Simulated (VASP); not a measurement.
# HCl (Fmmm) in VASP: notebook, part 2 of 2

VASP 6.6.1. The steps go on from the part before.

### 4 Single point, LDA (strain -0.0500 x Voigt [1, 0, 0, 0, 0, 0])

Contents of INCAR:

```
SYSTEM = HCl
PREC     = Accurate       ! precision mode
ENCUT    = 520            ! plane-wave cutoff, eV
EDIFF    = 1E-6           ! SCF threshold, eV
ISMEAR   = 0              ! smearing method
SIGMA    = 0.15           ! smearing width, eV
LREAL    = .FALSE.        ! projectors in reciprocal space
LASPH    = .TRUE.         ! aspherical terms in the spheres
NELM     = 100            ! most SCF steps
ALGO     = Normal         ! electronic algorithm
ISIF     = 2              ! what is computed and relaxed
LWAVE    = .FALSE.        ! write WAVECAR
LCHARG   = .FALSE.        ! write CHGCAR
NBANDS   = 11             ! bands
```

Contents of KPOINTS:

```
regular mesh
0
G
  16 16 16
  0 0 0
```

Contents of POSCAR:

```
HCl
1.0
    0.0000000000      2.6750000000      2.8550000000
    2.3892500000      0.0000000000      2.8550000000
    2.3892500000      2.6750000000      0.0000000000
H Cl
1 1
Direct
    0.0000000000      0.0000000000      0.0000000000
    0.5000000000      0.5000000000      0.5000000000
```

Potentials or basis: VASP PAW LDA potentials, release 64 (H, Cl).

Command:

```sh
$ cat potpaw_LDA.64/H/POTCAR potpaw_LDA.64/Cl/POTCAR > POTCAR
$ mpirun -np 1 vasp_std > vasp.out
```

OUTCAR:

```text
SYSTEM = HCl
   PREC = Accurate
   ENCUT = 520
   EDIFF = 1E-6
   ISMEAR = 0
   LREAL = .FALSE.
   LASPH = .TRUE.
   NELM = 100
   ISIF = 2

 ion  position               nearest neighbor table
   1  0.000  0.000  0.000-
   2  0.500  0.500  0.500-

  LATTYP: Found a face centered orthorhombic cell.
 ALAT       =     4.7785000000
 B/A-ratio  =     1.1195982003
 C/A-ratio  =     1.1949356493

  Lattice vectors:

 A1 = (   0.0000000000,   2.6750000000,   2.8550000000)
 A2 = (   2.3892500000,   0.0000000000,   2.8550000000)
 A3 = (   2.3892500000,   2.6750000000,   0.0000000000)

Analysis of symmetry for initial positions (statically):
=====================================================================
 Subroutine PRICEL returns:
 Original cell was already a primitive cell.

 Routine SETGRP: Setting up the symmetry group for a
 face centered orthorhombic supercell.

 Subroutine GETGRP returns: Found  8 space group operations
 (whereof  8 operations were pure point group operations)
 out of a pool of  8 trial point group operations.

The static configuration has the point symmetry D_2h.

Analysis of symmetry for dynamics (positions and initial velocities):
[... 166 lines left out ...]

 k-point     1 :       0.0000    0.0000    0.0000
  band No.  band energies     occupation
      1     -14.9753      2.00000
      2      -1.9101      1.99991
      3      -1.5565      1.43408
      4      -1.5478      1.37725
      5      -1.5467      1.36996
      6       9.5102      0.00000
      7      10.4361      0.00000
      8      10.9929      0.00000
      9      11.8395      0.00000
     10      12.7432      0.00000
     11      14.0572      0.00000
[... 309 lines left out ...]
 k-point    24 :      -0.0625    0.0625    0.0000
  band No.  band energies     occupation
      1     -14.9177      2.00000
      2      -2.8721      2.00000
      3      -1.6631      1.88552
      4      -1.6038      1.69232
      5      -0.5156      0.00000
      6       9.4159      0.00000
      7      10.4395      0.00000
      8      10.5904      0.00000
      9      11.6488      0.00000
     10      12.3118      0.00000
     11      14.1995      0.00000

 [... further k-points ...]
[... 5 lines left out ...]
  --------------------------------------------------------------------------------------
  -------------------------------------------------------------------------------------
  Total       -4.7457418     -2.1660625     -1.4408118      0.0000000      0.0000000      0.0000000
  in kB     -208.3498548    -95.0955236    -63.2552189      0.0000000      0.0000000      0.0000000
  external PRESSURE =    -122.2335324 kB  Pullay stress =       0.0000000 kB

 VOLUME and BASIS-vectors are now :
 -----------------------------------------------------------------------------
  energy-cutoff  :      520.00
  volume of cell :       36.49
      direct lattice vectors                 reciprocal lattice vectors
     0.000000000  2.675000000  2.855000000    -0.209270692  0.186915888  0.175131349
     2.389250000  0.000000000  2.855000000     0.209270692 -0.186915888  0.175131349
     2.389250000  2.675000000  0.000000000     0.209270692  0.186915888 -0.175131349

 POSITION                                       TOTAL-FORCE (eV/Angst)
 -----------------------------------------------------------------------------------
      0.00000      0.00000      0.00000         0.000000     -0.000000      0.000000
      2.38925      2.67500      2.85500         0.000000      0.000000      0.000000
 -----------------------------------------------------------------------------------
    total drift:                                0.000000     -0.000000      0.000000

  FREE ENERGIE OF THE ION-ELECTRON SYSTEM (eV)
  ---------------------------------------------------
  free  energy   TOTEN  =        -3.9884500128 eV

  energy  without entropy=       -3.9856484614  energy(sigma->0) =       -3.98704924
```

stdout:

```text
POSCAR found type information on POSCAR H Cl
 POSCAR found :  2 types and       2 ions
 scaLAPACK will be used
 LDA part: xc-table for (Slater(with rela. corr.)+CA(PZ))
 , standard interpolation
 POSCAR, INCAR and KPOINTS ok, starting setup
 FFT: planning ... GRIDC
 FFT: planning ... GRID_SOFT
 FFT: planning ... GRID
 WAVECAR not read
 entering main loop
```

It took 2.3 min on 1 thread of AMD EPYC 7R13 (Zen 3), shared host; peak memory 0.29 GiB.

What came out:

```yaml
Free_energy: -3.9885 eV
Pressure: -12.2 GPa
Band_gap_on_the_k_mesh: zero (bands 4 and 5 overlap by 0.34 eV)
```

Levels at points of the mesh, in eV from the Fermi level:
```
           k point  band 2  band 3  band 4  band 5  band 6  band 7
(0.00, 0.00, 0.00)   -0.41   -0.06   -0.05   -0.05   11.01   11.93
(0.50, 0.00, 0.00)   -3.83   -0.52   -0.31    3.03    7.63   10.37
(0.50, 0.50, 0.00)   -2.33   -1.06   -0.48   -0.13    9.45   11.69
(0.50, 0.00, 0.50)   -2.38   -1.38   -0.49   -0.26    9.27   12.40
(0.00, 0.50, 0.50)   -2.35   -1.35   -1.01   -0.39    8.62   13.81
```

Caveat: the cell differs from its parent crystal (strain -0.0500 x Voigt [1, 0, 0, 0, 0, 0]); the cell stands under tension.

### 5 Single point, LDA (strain +0.0500 x Voigt [1, 0, 0, 0, 0, 0])

Contents of INCAR:

```
  PREC = Accurate
  ENCUT = 520
  EDIFF = 1E-6
  ISMEAR = 0
  SIGMA = 0.15
  LREAL = False
  LASPH = True
  NELM = 100
  ALGO = Normal
  ISIF = 2
  LWAVE = False
  LCHARG = False
  NBANDS = 11
```

Contents of KPOINTS:

```
regular mesh
0
Gamma
  16 16 16
```

Contents of POSCAR:

```
HCl
1.0
    0.0000000000      2.6750000000      2.8550000000
    2.6407500000      0.0000000000      2.8550000000
    2.6407500000      2.6750000000      0.0000000000
H Cl
1 1
Direct
    0.0000000000      0.0000000000      0.0000000000
    0.5000000000      0.5000000000      0.5000000000
```

Potentials or basis: VASP PAW LDA potentials, release 64 (H, Cl).

Command:

```sh
$ cat potpaw_LDA.64/H/POTCAR potpaw_LDA.64/Cl/POTCAR > POTCAR
$ mpirun -np 1 vasp_std > vasp.out
```

OUTCAR:

```text
PREC = Accurate
   ENCUT = 520
   EDIFF = 1E-6
   ISMEAR = 0
   LREAL = False
   LASPH = True
   NELM = 100
   ISIF = 2

 ion  position               nearest neighbor table
   1  0.000  0.000  0.000-
   2  0.500  0.500  0.500-

  LATTYP: Found a face centered orthorhombic cell.
 ALAT       =     5.2815000000
 B/A-ratio  =     1.0129698002
 C/A-ratio  =     1.0811322541

  Lattice vectors:

 A1 = (   0.0000000000,   2.6750000000,   2.8550000000)
 A2 = (   2.6407500000,   0.0000000000,   2.8550000000)
 A3 = (   2.6407500000,   2.6750000000,   0.0000000000)

Analysis of symmetry for initial positions (statically):
=====================================================================
 Subroutine PRICEL returns:
 Original cell was already a primitive cell.

 Routine SETGRP: Setting up the symmetry group for a
 face centered orthorhombic supercell.

 Subroutine GETGRP returns: Found  8 space group operations
 (whereof  8 operations were pure point group operations)
 out of a pool of  8 trial point group operations.

The static configuration has the point symmetry D_2h.

Analysis of symmetry for dynamics (positions and initial velocities):
=====================================================================
 Subroutine PRICEL returns:
 Original cell was already a primitive cell.

 Routine SETGRP: Setting up the symmetry group for a
 face centered orthorhombic supercell.

 Subroutine GETGRP returns: Found  8 space group operations
 (whereof  8 operations were pure point group operations)
 out of a pool of  8 trial point group operations.

The dynamic configuration has the point symmetry D_2h.

 Subroutine INISYM returns: Found  8 space group operations
 (whereof  8 operations are pure point group operations),
 and found     1 'primitive' translations

----------------------------------------------------------------------------------------

                                     Primitive cell

[... 112 lines left out ...]
  Fermi-wavevector in a.u.,A,eV,Ry     =   0.954719  1.804158 12.401564  0.911489
  Thomas-Fermi vector in A             =   2.083492
   LORBIT       =      0    0 simple, 1 ext, 2 COOP (PROOUT), +10 PAW based schemes
   GGA     = CA    functional components
   LHFCALC =     F    Hartree Fock is set to
   AEXX    =    0.0000 exact exchange contribution
   IVDW    =     0    specifies the selected vdW correction
   LEPSILON=     F    determine dielectric tensor
   LRPA    =     F    only Hartree local field effects (RPA)
 non-spin polarized calculation
 Gauss-broadening in eV      SIGMA  =   0.15
  energy-cutoff  :      520.00
  volume of cell :       40.34
 maximum number of plane-waves:      1100
 NGX is ok and might be reduce to    30
   NGX = 15   NGY = 15   NGZ = 13

 number of electron       8.0000001 magnetization

 Free energy of the ion-electron system (eV)
  ---------------------------------------------------
  ext. energy  EPLUGINS =         0.00000000
  ---------------------------------------------------
  free energy    TOTEN  =        -3.57781114 eV

  energy without entropy =       -3.57515539  energy(sigma->0) =       -3.57648327

 E-fermi :  -2.1475     XC(G=0):  -8.1162

 val. band max:       -2.1482201289   @ k =   0.0000   0.4375   0.4375
 cond. band min:      -2.1312947282   @ k =   0.5000  -0.0000   0.4375
 fundamental gap:      0.0169254007
 Fermi energy:        -2.1475187115

 k-point     1 :       0.0000    0.0000    0.0000
  band No.  band energies     occupation
      1     -15.2966      2.00000
      2      -2.3578      1.95261
      3      -2.3558      1.95045
      4      -2.3216      1.89917
      5      -2.2309      1.56838
      6       8.9265      0.00000
      7       9.8546      0.00000
      8      10.3552      0.00000
      9      10.4489      0.00000
     10      12.4265      0.00000
     11      13.1466      0.00000
[... 309 lines left out ...]
 k-point    24 :      -0.0625    0.0625   -0.0000
  band No.  band energies     occupation
      1     -15.2556      2.00000
      2      -3.3014      2.00000
      3      -2.3329      1.91949
      4      -2.2821      1.79565
      5      -1.4281      0.00000
      6       8.7223      0.00000
      7       9.7116      0.00000
      8      10.0262      0.00000
      9      10.5461      0.00000
     10      11.8799      0.00000
     11      12.0666      0.00000

 [... further k-points ...]
[... 5 lines left out ...]
  --------------------------------------------------------------------------------------
  -------------------------------------------------------------------------------------
  Total       -3.4649529     -3.1809402     -2.0735678     -0.0000000      0.0000000      0.0000000
  in kB     -137.6324166   -126.3510627    -82.3647985     -0.0000000      0.0000000      0.0000000
  external PRESSURE =    -115.4494259 kB  Pullay stress =       0.0000000 kB

 VOLUME and BASIS-vectors are now :
 -----------------------------------------------------------------------------
  energy-cutoff  :      520.00
  volume of cell :       40.34
      direct lattice vectors                 reciprocal lattice vectors
     0.000000000  2.675000000  2.855000000    -0.189340150  0.186915888  0.175131349
     2.640750000  0.000000000  2.855000000     0.189340150 -0.186915888  0.175131349
     2.640750000  2.675000000  0.000000000     0.189340150  0.186915888 -0.175131349

 POSITION                                       TOTAL-FORCE (eV/Angst)
 -----------------------------------------------------------------------------------
      0.00000      0.00000      0.00000         0.000000      0.000000      0.000000
      2.64075      2.67500      2.85500         0.000000      0.000000     -0.000000
 -----------------------------------------------------------------------------------
    total drift:                                0.000000     -0.000000      0.000000

  FREE ENERGIE OF THE ION-ELECTRON SYSTEM (eV)
  ---------------------------------------------------
  free  energy   TOTEN  =        -3.5778111377 eV

  energy  without entropy=       -3.5751553944  energy(sigma->0) =       -3.57648327
```

OSZICAR:

```text
N       E                     dE             d eps       ncg     rms          rms(c)
DAV:   1     0.279784581236E+02    0.27978E+02   -0.31048E+03 13686   0.562E+02
DAV:   2    -0.199070979898E+01   -0.29969E+02   -0.28440E+02 16676   0.102E+02
DAV:   3    -0.397567983605E+01   -0.19850E+01   -0.19698E+01 16928   0.285E+01
DAV:   4    -0.398935617946E+01   -0.13676E-01   -0.13675E-01 16610   0.280E+00
DAV:   5    -0.398948839556E+01   -0.13222E-03   -0.13221E-03 17840   0.268E-01    0.344E+00
DAV:   6    -0.360582493409E+01    0.38366E+00   -0.21849E+00 15501   0.317E+00    0.143E+00
DAV:   7    -0.358472943145E+01    0.21096E-01   -0.40056E-02 15264   0.990E-01    0.745E-01
DAV:   8    -0.357783923954E+01    0.68902E-02   -0.24498E-02 15056   0.720E-01    0.279E-01
DAV:   9    -0.357794893830E+01   -0.10970E-03   -0.42451E-04 16826   0.127E-01    0.332E-01
DAV:  10    -0.357783845536E+01    0.11048E-03   -0.23128E-04 15599   0.489E-02    0.126E-01
DAV:  11    -0.357780739599E+01    0.31059E-04   -0.11879E-04 16284   0.369E-02    0.346E-02
DAV:  12    -0.357781034614E+01   -0.29502E-05   -0.18067E-06 15269   0.851E-03    0.166E-02
DAV:  13    -0.357781113774E+01   -0.79160E-06   -0.14854E-06 12480   0.535E-03
   1 F= -.35778111E+01 E0= -.35764833E+01  d E =-.265574E-02
```

Run time: 2.7 min. Hardware: 1 thread of AMD EPYC 7R13 (Zen 3), shared host; peak memory 0.31 GiB.

What came out:

- Free energy: -3.5778 eV
- Pressure: -11.5 GPa
- Band gap on the k mesh: zero (bands 4 and 5 overlap by 0.13 eV)

Caveat: the cell differs from its parent crystal (strain +0.0500 x Voigt [1, 0, 0, 0, 0, 0]); the cell stands under tension.

### 6 The runs side by side

| cell | gap on the mesh (eV) | pressure (GPa) |
| --- | --- | --- |
| a = 3.912, b = 3.764, c = 3.629 Å, angles 63.9, 59.7, 56.4°, 2 atoms | none | -12.1 |
| a = 3.912, b = 3.643, c = 3.504 Å, angles 66.3, 58.5, 55.1°, 2 atoms | none | -12.4 |
| a = 3.912, b = 3.723, c = 3.587 Å, angles 64.7, 59.3, 56.0°, 2 atoms | none | -12.2 |
| a = 3.912, b = 3.889, c = 3.759 Å, angles 61.5, 60.9, 57.6°, 2 atoms | none | -11.5 |

Alike in all rows: task single point; level LDA; potentials or basis VASP PAW LDA potentials, release 64 (H, Cl); no spin polarisation; k mesh 16 × 16 × 16; cutoff (eV) 520; smearing gaussian 0.15 eV.

Caveats: the cell stands under tension.

Total energies depend on the potentials used, so only differences within one code and one set of settings carry meaning.
